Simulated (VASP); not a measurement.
# AlAs (F-43m) in VASP: a series of runs, part 2 of 2

VASP 6.6.1. Earlier steps stand in the parts before.

## Step 3: Relaxation of cell and atoms, PBE, target pressure 50 GPa, at which the enthalpy is minimised

This run uses another cell than the first one, of 16.46 Å³/atom, 0.701 times its volume.

File INCAR:

```
ALGO = Normal
EDIFF = 1E-7
EDIFFG = -0.001
ENCUT = 500
GGA = PE
GGA_COMPAT = F
IBRION = 2
ISIF = 3
ISMEAR = 0
LASPH = T
LCHARG = F
LREAL = F
LWAVE = F
NELM = 120
NELMIN = 4
NSW = 80
PREC = Accurate
PSTRESS = 500.0
SIGMA = 0.01
```

File KPOINTS:

```
k-points
0
Gamma
  10 10 10
```

File POSCAR:

```
AlAs
1.0
    0.0000000000      2.5438666731      2.5438666731
    2.5438666731      0.0000000000      2.5438666731
    2.5438666731      2.5438666731      0.0000000000
Al As
1 1
Direct
    0.0000000000      0.0000000000      0.0000000000
    0.7500000000      0.7500000000      0.7500000000
```

Potentials or basis: VASP PAW PBE potentials, release 64 (Al, As).

Command:

```
$ cat potpaw_PBE.64/Al/POTCAR potpaw_PBE.64/As/POTCAR > POTCAR
$ mpirun -np 1 vasp_std > vasp.out
```

OUTCAR:

```text
EDIFF = 1E-7
   EDIFFG = -0.001
   ENCUT = 500
   GGA = PE
   IBRION = 2
   ISIF = 3
   ISMEAR = 0
   LASPH = T
   LREAL = F
   NELM = 120
   NELMIN = 4
   NSW = 80
   PREC = Accurate
   PSTRESS = 500.0

 ion  position               nearest neighbor table
   1  0.000  0.000  0.000-   2 2.20   2 2.20   2 2.20   2 2.20
   2  0.750  0.750  0.750-   1 2.20   1 2.20   1 2.20   1 2.20

  LATTYP: Found a face centered cubic cell.
 ALAT       =     5.0877333462

  Lattice vectors:

 A1 = (   0.0000000000,   2.5438666731,   2.5438666731)
 A2 = (   2.5438666731,   0.0000000000,   2.5438666731)
 A3 = (   2.5438666731,   2.5438666731,   0.0000000000)

Analysis of symmetry for initial positions (statically):
=====================================================================
 Subroutine PRICEL returns:
 Original cell was already a primitive cell.

 Routine SETGRP: Setting up the symmetry group for a
 face centered cubic supercell.

 Subroutine GETGRP returns: Found 24 space group operations
 (whereof 24 operations were pure point group operations)
 out of a pool of 48 trial point group operations.

The static configuration has the point symmetry T_d .

Analysis of symmetry for dynamics (positions and initial velocities):
=====================================================================
 Subroutine PRICEL returns:
 Original cell was already a primitive cell.

 Routine SETGRP: Setting up the symmetry group for a
 face centered cubic supercell.

 Subroutine GETGRP returns: Found 24 space group operations
 (whereof 24 operations were pure point group operations)
 out of a pool of 48 trial point group operations.

The dynamic configuration has the point symmetry T_d .

 Subroutine INISYM returns: Found 24 space group operations
 (whereof 24 operations are pure point group operations),
 and found     1 'primitive' translations

----------------------------------------------------------------------------------------

                                     Primitive cell

  volume of cell :      32.9240

  direct lattice vectors                    reciprocal lattice vectors
     0.000000000  2.543866673  2.543866673    -0.196551181  0.196551181  0.196551181
     2.543866673  0.000000000  2.543866673     0.196551181 -0.196551181  0.196551181
     2.543866673  2.543866673  0.000000000     0.196551181  0.196551181 -0.196551181

  length of vectors
     3.597570750  3.597570750  3.597570750     0.340436633  0.340436633  0.340436633

  position of ions in fractional coordinates (direct lattice)
     0.000000000  0.000000000  0.000000000
     0.750000000  0.750000000  0.750000000

  ion indices of the primitive-cell ions
   primitive index   ion index
                 1           1
                 2           2

----------------------------------------------------------------------------------------

 KPOINTS: k-points

Automatic generation of k-mesh.
 Grid dimensions read from file:
 generate k-points for:   10   10   10
[... 23 lines left out ...]
  0.200000  0.000000  0.000000      8.000000
  0.300000  0.000000  0.000000      8.000000
  0.400000  0.000000  0.000000      8.000000
  0.500000  0.000000  0.000000      4.000000
[... 16 lines left out ...]
  0.300000  0.300000  0.000000      6.000000
  0.400000  0.300000  0.000000     24.000000
 [... further k-points ...]
   k-points           NKPTS =     47   k-points in BZ     NKDIM =     47   number of bands    NBANDS=      8
   number of dos      NEDOS =    301   number of ions     NIONS =      2
   total plane-waves  NPLWV =  21952
   dimension x,y,z NGX =    28 NGY =   28 NGZ =   28
   dimension x,y,z NGXF=    56 NGYF=   56 NGZF=   56
   ions per type =               1   1
   NGX,Y,Z   is equivalent  to a cutoff of  12.94, 12.94, 12.94 a.u.
   NGXF,Y,Z  is equivalent  to a cutoff of  25.88, 25.88, 25.88 a.u.
 SYSTEM =  unknown system
   PREC   = accura    normal or accurate (medium, high low for compatibility)
   ISTART =      0    job   : 0-new  1-cont  2-samecut
   ICHARG =      2    charge: 1-file 2-atom 10-const
   ISPIN  =      1    spin polarized calculation?
   LNONCOLLINEAR =      F non collinear calculations
   LSORBIT =      F    spin-orbit coupling
   LASPH  =      T    aspherical Exc in radial PAW
   ENCUT  =  500.0 eV  36.75 Ry    6.06 a.u.   6.56  6.56  6.56*2*pi/ulx,y,z
   NELM   =    120;   NELMIN=  4; NELMDL= -5     # of ELM steps
   EDIFF  = 0.1E-06   stopping-criterion for ELM
   LREAL  =      F    real-space projection
   EDIFFG = -.1E-02   stopping-criterion for IOM
   NSW    =     80    number of steps for IOM
   IBRION =      2    ionic relax: 0-MD 1-quasi-New 2-CG
   NFREE  =      1    steps in history (QN), initial steepest desc. (CG)
   ISIF   =      3    stress and relaxation
   ISYM   =      2    0-nonsym 1-usesym 2-fastsym
   POTIM  = 0.5000    time-step for ionic-motion
   TEBEG  =    0.0;   TEEND  =   0.0 temperature during run
   PSTRESS=  500.0 pullay stress
   NELECT =       8.0000    total number of electrons
   NUPDOWN=      -1.0000    fix difference up-down
   EMIN   =  10.00;   EMAX   =-10.00  energy-range for DOS
   EFERMI =   0.00;   METHOD = LEGACY
   ISMEAR =     0;   SIGMA  =   0.01  broadening in eV -4-tet -1-fermi 0-gaus
   EFERMI_NEDOS =   21; number of points for ismear=-14 and -15
   IALGO  =     38    algorithm
   IMIX   =      4    mixing-type and parameters
     AMIX     =   0.40;   BMIX     =  1.00
     AMIX_MAG =   1.60;   BMIX_MAG =  1.00
  volume/ion in A,a.u.               =      16.46       111.09
  Fermi-wavevector in a.u.,A,eV,Ry     =   1.021568  1.930483 14.199047  1.043601
  Thomas-Fermi vector in A             =   2.155199
   LORBIT       =      0    0 simple, 1 ext, 2 COOP (PROOUT), +10 PAW based schemes
   GGA     = PE    functional components
   LHFCALC =     F    Hartree Fock is set to
   AEXX    =    0.0000 exact exchange contribution
   IVDW    =     0    specifies the selected vdW correction
   LEPSILON=     F    determine dielectric tensor
   LRPA    =     F    only Hartree local field effects (RPA)
 conjugate gradient relaxation of ions
 non-spin polarized calculation
 Gauss-broadening in eV      SIGMA  =   0.01
  energy-cutoff  :      500.00
  volume of cell :       32.92
 maximum number of plane-waves:       869
 NGX is ok and might be reduce to    28
   NGX = 13   NGY = 13   NGZ = 13

--------------------------------------- Ionic step        1  -------------------------------------------

 number of electron       7.9999999 magnetization

 Free energy of the ion-electron system (eV)
  ---------------------------------------------------
  ext. energy  EPLUGINS =         0.00000000
  ---------------------------------------------------
  free energy    TOTEN  =        -7.73206257 eV

  energy without entropy =       -7.73206257  energy(sigma->0) =       -7.73206257

------------------------ aborting loop because EDIFF is reached ----------------------------------------

  FORCE on cell =-STRESS in cart. coord.  units (eV):
  Direction    XX          YY          ZZ          XY          YZ          ZX
  --------------------------------------------------------------------------------------
  -------------------------------------------------------------------------------------
  Total       10.4364869     10.4364869     10.4364869      0.0000000      0.0000000     -0.0000000
  in kB      507.8692093    507.8692093    507.8692093      0.0000000      0.0000000     -0.0000000
  external PRESSURE =       7.8692093 kB  Pullay stress =     500.0000000 kB
[... 63 lines left out ...]
--------------------------------------- Ionic step        3  -------------------------------------------

 number of electron       7.9999999 magnetization

 Free energy of the ion-electron system (eV)
  ---------------------------------------------------
  ext. energy  EPLUGINS =         0.00000000
  ---------------------------------------------------
  free energy    TOTEN  =        -7.76537607 eV

  energy without entropy =       -7.76537607  energy(sigma->0) =       -7.76537607

 E-fermi :   7.0957     XC(G=0): -10.3370

 val. band max:        7.0391253665   @ k =   0.0000   0.0000   0.0000
 cond. band min:       7.7354397713   @ k =   0.5000   0.5000   0.0000
 fundamental gap:      0.6963144047
 Fermi energy:         7.0957378647

 k-point     1 :       0.0000    0.0000    0.0000
  band No.  band energies     occupation
      1      -6.9609      2.00000
      2       7.0391      2.00000
      3       7.0391      2.00000
      4       7.0391      2.00000
      5      11.8073      0.00000
      6      11.8915      0.00000
      7      11.8915      0.00000
      8      11.8915      0.00000
[... 243 lines left out ...]
 k-point    24 :       0.4000    0.3000    0.0000
  band No.  band energies     occupation
      1      -4.7782      2.00000
      2       1.7043      2.00000
      3       4.0846      2.00000
      4       4.5527      2.00000
      5       8.8740      0.00000
      6      10.3691      0.00000
      7      16.4894      0.00000
      8      16.5634      0.00000

 [... further k-points ...]
[... 5 lines left out ...]
  --------------------------------------------------------------------------------------
  -------------------------------------------------------------------------------------
  Total       10.3095267     10.3095267     10.3095267      0.0000000      0.0000000     -0.0000000
  in kB      500.0820344    500.0820344    500.0820344      0.0000000      0.0000000     -0.0000000
  external PRESSURE =       0.0820344 kB  Pullay stress =     500.0000000 kB
[... 21 lines left out ...]
  energy  without entropy=       -7.7653760667  energy(sigma->0) =       -7.76537607

  enthalpy is  TOTEN    =         2.5424594376 eV   P V=       10.3078355043

 reached required accuracy - stopping structural energy minimisation
```

OSZICAR:

```text
N       E                     dE             d eps       ncg     rms          rms(c)
DAV:   1     0.149823897342E+02    0.14982E+02   -0.31997E+03   792   0.746E+02
DAV:   2    -0.768400900320E+01   -0.22666E+02   -0.21733E+02  1000   0.915E+01
DAV:   3    -0.808491245247E+01   -0.40090E+00   -0.40090E+00   992   0.165E+01
DAV:   4    -0.808602764815E+01   -0.11152E-02   -0.11152E-02  1168   0.912E-01
[... 23 lines left out ...]
DAV:   3    -0.776537970771E+01    0.17425E-03   -0.64977E-04   800   0.133E-01    0.323E-02
DAV:   4    -0.776537647887E+01    0.32288E-05   -0.12343E-05   848   0.270E-02    0.194E-02
DAV:   5    -0.776537578318E+01    0.69569E-06   -0.18626E-06  1072   0.915E-03    0.802E-03
DAV:   6    -0.776537605508E+01   -0.27190E-06   -0.11806E-07   600   0.269E-03    0.176E-03
DAV:   7    -0.776537606668E+01   -0.11606E-07   -0.16209E-08   400   0.917E-04
   3 F= 0.25424594E+01 E0= 0.25424594E+01  d E =-.256167E-03
```

Run time: 41 s. Hardware: 1 thread of Intel Xeon Platinum 8488C (Sapphire Rapids), shared host; peak memory 0.16 GiB.

Results:

* Free energy: -7.7654 eV
* Relaxed volume: 16.51 Å³/atom
* Relaxed cell: a = 3.601 Å, b = 3.601 Å, c = 3.601 Å, α = 60.00°, β = 60.00°, γ = 60.00°
* Space group after relaxing (to 0.05 Å): F-43m (No. 216)
* Energy change on relaxing (the enthalpy is what falls): -16.7 meV/atom
* Ionic steps: 3
* Pressure after relaxing: 50.0 GPa
* Band gap on the k mesh: 0.70 eV, indirect (least direct gap 3.67 eV)

The path:
```
step  energy change (eV)  largest force (eV/Å)  pressure (GPa)  volume (Å³)
   1              0.0000                0.0000           50.79        32.92
   2             -0.1192                0.0000           47.99        33.31
   3             -0.0333                0.0000           50.01        33.03
```

Final structure:
```yaml
crystal:
  lattice:
    - [0.00000, 2.54659, 2.54659]
    - [2.54659, 0.00000, 2.54659]
    - [2.54659, 2.54659, 0.00000]
  atoms:
    - { symbol: Al, position: [0.00000, 0.00000, 0.00000] }
    - { symbol: As, position: [0.75000, 0.75000, 0.75000] }
```

Levels at points of the mesh, in eV from the valence-band top:
```csv
k point,band 1,band 2,band 3,band 4,band 5,band 6,band 7,band 8
"(0.00, 0.00, 0.00)",-14.00,0.00,0.00,0.00,4.77,4.85,4.85,4.85
"(0.50, 0.00, 0.00)",-11.72,-7.27,-1.05,-1.05,3.43,4.80,4.80,8.18
"(0.50, 0.50, 0.00)",-10.81,-6.75,-2.97,-2.97,0.70,2.19,12.72,12.72
```

Caveat: the cell is relaxed towards a set pressure, so the enthalpy falls and the energy may rise.

## Step 4: Single point, PBE

This run uses another cell than the first one, of 21.37 Å³/atom, 0.910 times its volume.

File INCAR:

```
SYSTEM = AlAs
ALGO = Normal
EDIFF = 1E-6
ENCUT = 500
GGA = PE
GGA_COMPAT = .FALSE.
ISIF = 2
ISMEAR = 0
LASPH = .TRUE.
LCHARG = .FALSE.
LREAL = .FALSE.
LWAVE = .FALSE.
NBANDS = 11
NELM = 120
PREC = Accurate
SIGMA = 0.02
```

File KPOINTS:

```
k-points
0
G
  8 8 8
  0 0 0
```

File POSCAR:

```
AlAs
1.0
    0.0000000000      2.7751778331      2.7751778331
    2.7751778331      0.0000000000      2.7751778331
    2.7751778331      2.7751778331      0.0000000000
Al As
1 1
Direct
    0.0000000000      0.0000000000      0.0000000000
    0.2500000000      0.2500000000      0.2500000000
```

Potentials or basis: VASP PAW PBE potentials, release 64 (Al, As).

Command:

```
$ cat potpaw_PBE.64/Al/POTCAR potpaw_PBE.64/As/POTCAR > POTCAR
$ mpirun -np 1 vasp_std > vasp.out
```

OUTCAR:

```text
SYSTEM = AlAs
   EDIFF = 1E-6
   ENCUT = 500
   GGA = PE
   ISIF = 2
   ISMEAR = 0
   LASPH = .TRUE.
   LREAL = .FALSE.
   NELM = 120
   PREC = Accurate

 ion  position               nearest neighbor table
   1  0.000  0.000  0.000-   2 2.40   2 2.40   2 2.40   2 2.40
   2  0.250  0.250  0.250-   1 2.40   1 2.40   1 2.40   1 2.40

  LATTYP: Found a face centered cubic cell.
 ALAT       =     5.5503556662

  Lattice vectors:

 A1 = (   0.0000000000,   2.7751778331,   2.7751778331)
 A2 = (   2.7751778331,   0.0000000000,   2.7751778331)
 A3 = (   2.7751778331,   2.7751778331,   0.0000000000)

Analysis of symmetry for initial positions (statically):
=====================================================================
 Subroutine PRICEL returns:
 Original cell was already a primitive cell.

 Routine SETGRP: Setting up the symmetry group for a
 face centered cubic supercell.

 Subroutine GETGRP returns: Found 24 space group operations
 (whereof 24 operations were pure point group operations)
 out of a pool of 48 trial point group operations.

The static configuration has the point symmetry T_d .

Analysis of symmetry for dynamics (positions and initial velocities):
[... 167 lines left out ...]
 k-point     1 :       0.0000    0.0000    0.0000
  band No.  band energies     occupation
      1      -7.8017      2.00000
      2       4.4069      2.00000
      3       4.4069      2.00000
      4       4.4069      2.00000
      5       6.9473      0.00000
      6       8.7956      0.00000
      7       8.7956      0.00000
      8       8.7956      0.00000
      9      13.5339      0.00000
     10      13.5339      0.00000
     11      13.6062      0.00000
[... 309 lines left out ...]
 k-point    24 :      -0.3750    0.2500    0.1250
  band No.  band energies     occupation
      1      -5.9494      2.00000
      2      -1.0838      2.00000
      3       1.5650      2.00000
      4       2.7611      2.00000
      5       8.1960      0.00000
      6       8.7288      0.00000
      7      11.3247      0.00000
      8      12.2877      0.00000
      9      13.0188      0.00000
     10      15.6674      0.00000
     11      17.0889      0.00000

 [... further k-points ...]
[... 5 lines left out ...]
  --------------------------------------------------------------------------------------
  -------------------------------------------------------------------------------------
  Total        2.1455895      2.1455895      2.1455895      0.0000000      0.0000000     -0.0000000
  in kB       80.4182763     80.4182763     80.4182763      0.0000000      0.0000000     -0.0000000
  external PRESSURE =      80.4182763 kB  Pullay stress =       0.0000000 kB

 VOLUME and BASIS-vectors are now :
 -----------------------------------------------------------------------------
  energy-cutoff  :      500.00
  volume of cell :       42.75
      direct lattice vectors                 reciprocal lattice vectors
     0.000000000  2.775177833  2.775177833    -0.180168634  0.180168634  0.180168634
     2.775177833  0.000000000  2.775177833     0.180168634 -0.180168634  0.180168634
     2.775177833  2.775177833  0.000000000     0.180168634  0.180168634 -0.180168634

 POSITION                                       TOTAL-FORCE (eV/Angst)
 -----------------------------------------------------------------------------------
      0.00000      0.00000      0.00000        -0.000000     -0.000000     -0.000000
      1.38759      1.38759      1.38759         0.000000      0.000000      0.000000
 -----------------------------------------------------------------------------------
    total drift:                                0.000000      0.000000      0.000000

  FREE ENERGIE OF THE ION-ELECTRON SYSTEM (eV)
  ---------------------------------------------------
  free  energy   TOTEN  =        -9.2875961450 eV

  energy  without entropy=       -9.2875961450  energy(sigma->0) =       -9.28759614
```

OSZICAR:

```text
N       E                     dE             d eps       ncg     rms          rms(c)
DAV:   1     0.136058805113E+02    0.13606E+02   -0.28928E+03   638   0.527E+02
DAV:   2    -0.858866386881E+01   -0.22195E+02   -0.20967E+02   810   0.873E+01
DAV:   3    -0.951901581252E+01   -0.93035E+00   -0.92845E+00   794   0.176E+01
DAV:   4    -0.952632631255E+01   -0.73105E-02   -0.73097E-02   730   0.186E+00
DAV:   5    -0.952646464785E+01   -0.13834E-03   -0.13833E-03   799   0.251E-01    0.341E+00
DAV:   6    -0.932638662166E+01    0.20008E+00   -0.31997E-01   698   0.210E+00    0.199E+00
DAV:   7    -0.928681542797E+01    0.39571E-01   -0.18094E-01   716   0.170E+00    0.696E-01
DAV:   8    -0.928736491544E+01   -0.54949E-03   -0.11202E-02   695   0.511E-01    0.105E-01
DAV:   9    -0.928748725623E+01   -0.12234E-03   -0.38230E-04   778   0.115E-01    0.558E-02
DAV:  10    -0.928759256552E+01   -0.10531E-03   -0.13580E-04   685   0.633E-02    0.716E-03
DAV:  11    -0.928759646649E+01   -0.39010E-05   -0.15849E-05   777   0.183E-02    0.642E-03
DAV:  12    -0.928759614496E+01    0.32153E-06   -0.20507E-06   703   0.665E-03
   1 F= -.92875961E+01 E0= -.92875961E+01  d E =-.110706E-28
```

stdout:

```text
POSCAR found type information on POSCAR AlAs
 POSCAR found :  2 types and       2 ions
 scaLAPACK will be used
 LDA part: xc-table for (Slater+PW92), standard interpolation
 POSCAR, INCAR and KPOINTS ok, starting setup
 FFT: planning ... GRIDC
 FFT: planning ... GRID_SOFT
 FFT: planning ... GRID
 WAVECAR not read
 entering main loop
```

Run time: 6.6 s. Hardware: 1 thread of Intel Xeon 6975P-C (Granite Rapids), shared host; peak memory 0.17 GiB.

What came out:

| Quantity | Value |
| --- | --- |
| Free energy | -9.2876 eV |
| Pressure | 8.0 GPa |
| Band gap on the k mesh | 1.32 eV, indirect (least direct gap 2.54 eV) |

## Step 5: Summary

| task | cell | k mesh | smearing | gap on the mesh (eV) | pressure (GPa) |
| --- | --- | --- | --- | --- | --- |
| relaxation of cell and atoms | relaxed to 50 GPa from a = 4.051 Å, angles 60.0°, 2 atoms | 8 × 8 × 8 | gaussian 0.01 eV | 0.70 | 50.0 |
| relaxation of cell and atoms | relaxed to 50 GPa from a = 3.598 Å, angles 60.0°, 2 atoms | 10 × 10 × 10 | gaussian 0.01 eV | 0.70 | 50.0 |
| single point | a = 3.925 Å, angles 60.0°, 2 atoms | 8 × 8 × 8 | gaussian 0.02 eV | 1.32 | 8.0 |

Alike in all rows: level PBE; potentials or basis VASP PAW PBE potentials, release 64 (Al, As); no spin polarisation; cutoff (eV) 500.

Caveats: the cell is relaxed towards a set pressure, so the enthalpy falls and the energy may rise (some runs); the volume moved by over 15 % at a fixed basis, so the end points are rough (some runs).

Absolute energies hang on the potentials; compare differences alone.
